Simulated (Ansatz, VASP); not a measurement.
# SnO in VASP and in Ansatz

```
Sn O
1.0
     3.76517    0.00000    0.00000
     0.00000    3.76517    0.00000
     0.00000    0.00000    4.65222
Sn O
2 2
Cartesian
  1.8826 0.0000 1.1457
  0.0000 1.8826 3.5065
  0.0000 0.0000 0.0000
  1.8826 1.8826 0.0000
```

Alike in both runs: functional LDA; k mesh 10 × 10 × 8; occupations fermi-dirac, width 0.1 eV; no spin polarisation.

Ansatz relaxed the structure, and its values are those at the end. VASP's run is a single point on that final structure, the one shown.

```csv
,VASP,Ansatz
version,VASP 6.6.1,Ansatz 0.2.0
potentials or method,"VASP PAW LDA potentials, release 64 (Sn_d, O)","PAW with Ansatz's default frozen-core files, scalar-relativistic"
plane-wave cutoff (eV),520,420
valence electrons in the cell,40,40
```

```tsv
	VASP	Ansatz	Ansatz less VASP
pressure (GPa)	0.3	0.0	-0.35
rms of the force components (eV/Å)	0.048	0.001	-0.0470
```

LDA's correlation is that of Perdew and Zunger in VASP and of Perdew and Wang (1992) in Ansatz.
